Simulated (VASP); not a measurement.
An input for VASP 6.6.1 (Sc):

Contents of INCAR:

```
SYSTEM = Sc
PREC = Accurate ; ENCUT = 600
EDIFF = 1E-6 ; ISMEAR = 0
SIGMA = 0.1 ; LREAL = .FALSE.
LASPH = .TRUE. ; NELM = 80
ALGO = Fast ; ISIF = 3
LWAVE = .FALSE. ; LCHARG = .FALSE.
GGA = PE ; IBRION = 2
NSW = 100 ; EDIFFG = -0.01
```

File KPOINTS:

```
Automatic mesh
0
G
  9 9 8
  0 0 0
```

File POSCAR:

```
Sc
1.0
    5.2682243120      0.0000000000      0.0000000000
   -2.6341121561      4.5624160870      0.0000000000
    0.0000000000      0.0000000000      5.6677246344
Sc
4
Direct
    0.3333333333      0.6666666667      0.5000023025
    0.6666666667      0.3333333333      1.0000023025
    0.6666666667      0.3333333333      0.4999976975
    0.3333333333      0.6666666667     -0.0000023025
```

Potentials or basis: VASP PAW PBE potentials, release 64 (Sc_sv).

Launch:

```console
$ cat potpaw_PBE.64/Sc_sv/POTCAR > POTCAR
$ mpirun -np 1 vasp_std > vasp.out
```

What does the program do with it?

The run stopped without a result. It printed:

OUTCAR:

```text
SYSTEM = Sc
   PREC = Accurate
   ENCUT = 600
   EDIFF = 1E-6
   ISMEAR = 0
   LREAL = .FALSE.
   LASPH = .TRUE.
   NELM = 80
   ISIF = 3
   GGA = PE
[... 39 lines left out ...]
|     E        R     R  R     R  O     O  R     R     ###     ###     ###     |
|     E        R     R  R     R  O     O  R     R     ###     ###     ###     |
|     EEEEE    RRRRRR   RRRRRR   O     O  RRRRRR       #       #       #      |
|     E        R   R    R   R    O     O  R   R                               |
|     E        R    R   R    R   O     O  R    R      ###     ###     ###     |
|     EEEEEEE  R     R  R     R  OOOOOOO  R     R     ###     ###     ###     |
|                                                                             |
|     PRICELV: current lattice and primitive lattice are incommensurate       |
|     within SYMPREC.                                                         |
|                                                                             |
|       ---->  I REFUSE TO CONTINUE WITH THIS SICK JOB ... BYE!!! <----       |
|                                                                             |
 -----------------------------------------------------------------------------
```

On the terminal:

```text
POSCAR found type information on POSCAR Sc
 POSCAR found :  1 types and       4 ions
[... 18 lines left out ...]

1
```
